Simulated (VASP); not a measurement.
Write the native input for VASP 6.6.1 that does the following.

```
Task                   : single point
Functional             : PBEsol
Potentials or basis    : VASP PAW PBE potentials, release 64 (W_sv, Se)
Cutoff                 : 520 eV
k mesh                 : 12 × 12 × 2
Occupations            : gaussian, width 0.05 eV
Spin                   : no spin polarisation
Dipole correction      : no
Further INCAR settings : ALGO = Normal; EDIFF = 1e-06; NBANDS = 20
```

The structure of WSe2 lies in POSCAR:

```
WSe2
1.0
    3.2211988882      0.0000000000      0.0000000000
   -1.6105994441      2.7896400678      0.0000000000
    0.0000000000      0.0000000000     16.9111353302
W Se
1 2
Direct
    0.0000000000      0.0000000000      0.0000000000
    0.3333333333      0.6666666667      0.1003992715
    0.3333333333      0.6666666667      0.8996007285
```

This cell differs from its parent crystal: strain -0.015 along x and y, +0.015 along z.

One way to write it, as run:

INCAR

```
PREC     = Accurate       # precision mode
ENCUT    = 520            # plane-wave cutoff, eV
EDIFF    = 1E-6           # SCF threshold, eV
ISMEAR   = 0              # smearing method
SIGMA    = 0.05           # smearing width, eV
LREAL    = F              # projectors in reciprocal space
LASPH    = T              # aspherical terms in the spheres
NELM     = 100            # most SCF steps
ALGO     = Normal         # electronic algorithm
ISIF     = 2              # what is computed and relaxed
LWAVE    = F              # write WAVECAR
LCHARG   = F              # write CHGCAR
GGA      = PS             # functional
NBANDS   = 20             # bands
```

KPOINTS

```
regular mesh
0
Gamma
  12 12 2
```

Potentials or basis: VASP PAW PBE potentials, release 64 (W_sv, Se).

Launch:

```console
$ cat potpaw_PBE.64/W_sv/POTCAR potpaw_PBE.64/Se/POTCAR > POTCAR
$ mpirun -np 1 vasp_std > vasp.out
```

It gave:

| Quantity | Value |
| --- | --- |
| Largest force | 0.046 eV/Å |
| Band gap on the k mesh | 1.58 eV (least direct gap 1.92 eV) |

Caveat: the cell differs from its parent crystal (strain -0.015 along x and y, +0.015 along z); the PAW data sets were made with another functional, which shifts forces and pressure a little; spin-orbit coupling is left out, which moves the levels of the heavy elements.

Wall time 2 min on 1 thread of Intel(R) Xeon(R) Platinum 8259CL CPU @ 2.50GHz (Skylake/Cascade Lake), on a shared host, peak memory 0.31 GiB.
